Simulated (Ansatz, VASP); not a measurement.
## Two plane-wave programs on Cu

The input POSCAR:

```
Cu
1.0
   -1.4644352198      1.4644352198      1.3760814500
    1.4644352198     -1.4644352198      1.3760814500
    1.4644352198      1.4644352198     -1.3760814500
Cu
1
Direct
    0.0000000000      0.0000000000      0.0000000000
```

INCAR.step1

```
SYSTEM = Cu
PREC = Accurate
ENCUT = 520
ISMEAR = 0
SIGMA = 0.15
LREAL = .False.
LASPH = .True.
NELM = 60
NBANDS = 12
GGA = PE
ALGO = Normal
EDIFF = 1E-4
LWAVE = .True.
LCHARG = .False.
```

Contents of INCAR.step2:

```
SYSTEM = Cu
PREC = Accurate
ENCUT = 520
EDIFF = 1E-6
ISMEAR = 0
SIGMA = 0.15
LREAL = .False.
LASPH = .True.
NELM = 60
ALGO = Normal
ISIF = 2
LWAVE = .False.
LCHARG = .False.
METAGGA = R2SCAN
LMIXTAU = .True.
NBANDS = 12
ISTART = 1
```

Contents of KPOINTS:

```
regular mesh
0
Gamma
  24 24 24
  0 0 0
```

Input for Ansatz:

```yaml
crystal:
  lattice:
    - [-1.4644352198, 1.4644352198, 1.37608145]
    - [1.4644352198, -1.4644352198, 1.37608145]
    - [1.4644352198, 1.4644352198, -1.37608145]
  atoms:
    - { symbol: Cu, position: [0.0, 0.0, 0.0] }
basis:
  ecutwfc: 500
kpoints:
  mp_grid: { grid: [24, 24, 24] }
hamiltonian:
  xc: r2scan
scf:
  occupations: { method: gaussian, width: 0.15 }
output:
  forces: true
  stress: true
  eigenvalues: true
  write_density: true
  write_potential: true
  elf: true
  volumetric_format: npy
```

Change from the starting cell: strain +0.015 along x and y, +0.000 along z, atoms carried along.

Alike in both runs: task single point; functional r2SCAN; k mesh 24 × 24 × 24; occupations gaussian, width 0.15 eV; no spin polarisation.

|  | VASP | Ansatz |
| --- | --- | --- |
| version | VASP 6.6.1 | Ansatz 0.2.0 |
| potentials or method | VASP PAW PBE potentials, release 64 (Cu), cutoff 520 eV | scalar-relativistic, plane waves, PAW |
| valence electrons in the cell | 11 | 19 |

Ansatz gave:

- gap on the k mesh at the Fermi level (eV): none
- pressure (GPa): -4.1
- traceless stress, the component that is largest in VASP (GPa): 0.07

Estimate VASP's values.

gap on the k mesh at the Fermi level (eV): none; pressure (GPa): -3.5; traceless stress, the component that is largest in VASP (GPa): 0.09.

VASP's potentials were made for PBE, not for r2SCAN. A gap of «none» marks a metal or a gap that the smearing closes. With one functional, cell and mesh, what is left measures potentials, basis and numerics. VASP's potentials hold 11 valence electrons a cell and Ansatz's 19, so a difference there can come from the potentials and not from the codes.
